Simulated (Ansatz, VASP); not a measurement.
**GaP: VASP beside Ansatz**

Contents of INCAR:

```
ALGO = Normal
EDIFF = 1E-6
ENCUT = 520
GGA = PE
ISIF = 2
ISMEAR = 0
LASPH = T
LCHARG = T
LELF = T
LREAL = F
LVHAR = T
LWAVE = F
NBANDS = 26
NELM = 60
PREC = Accurate
SIGMA = 0.05
```

The input KPOINTS:

```
k-points
0
Gamma
  9 9 9
```

File POSCAR:

```
GaP
1.0
    1.8327411753      1.0581336109      6.0719972076
   -1.8327411753      1.0581336109      6.0719972076
    0.0000000000     -2.1162672218      6.0719972076
Ga P
2 2
Direct
    0.4355841032      0.4355841032      0.4355841032
    0.5644158968      0.5644158968      0.5644158968
    0.0575077006      0.0575077006      0.0575077006
    0.9424922994      0.9424922994      0.9424922994
```

Input for Ansatz:

```yaml
crystal:
  lattice:
    - [1.8327411753, 1.0581336109, 6.0719972076]
    - [-1.8327411753, 1.0581336109, 6.0719972076]
    - [0.0, -2.1162672218, 6.0719972076]
  atoms:
    - { symbol: Ga, position: [0.4355841032, 0.4355841032, 0.4355841032] }
    - { symbol: Ga, position: [0.5644158968, 0.5644158968, 0.5644158968] }
    - { symbol: P, position: [0.0575077006, 0.0575077006, 0.0575077006] }
    - { symbol: P, position: [0.9424922994, 0.9424922994, 0.9424922994] }
basis:
  ecutwfc: 420
kpoints:
  mp_grid: { grid: [9, 9, 9] }
hamiltonian:
  xc: pbe
  pseudopotentials: { kind: paw, azcp: { folder: soft_1 } }
scf:
  occupations: { method: gaussian, width: 0.05 }
output:
  forces: true
  stress: true
  eigenvalues: true
  write_density: true
  write_potential: true
  elf: true
  volumetric_format: npy
```

Alike in both runs: task single point; functional PBE; k mesh 9 × 9 × 9; occupations gaussian, width 0.05 eV; no spin polarisation.

```csv
,VASP,Ansatz
version,VASP 6.6.1,Ansatz 0.2.0
potentials or method,"VASP PAW PBE potentials, release 64 (Ga_d, P), cutoff 520 eV","scalar-relativistic, plane waves, PAW"
valence electrons in the cell,36,36
```

```tsv
	VASP	Ansatz	Ansatz less VASP
gap on the k mesh at the Fermi level (eV)	0.70	0.69	-0.007
least direct gap on the mesh (eV)	1.50	1.50	+0.002
pressure (GPa)	18.2	18.4	+0.19
traceless stress, the component that is largest in VASP (GPa)	1.85	1.92	+0.070
rms of the force components (eV/Å)	0.216	0.236	+0.0201
```

Atom by atom the forces differ by 0.020 eV/Å (rms over components).
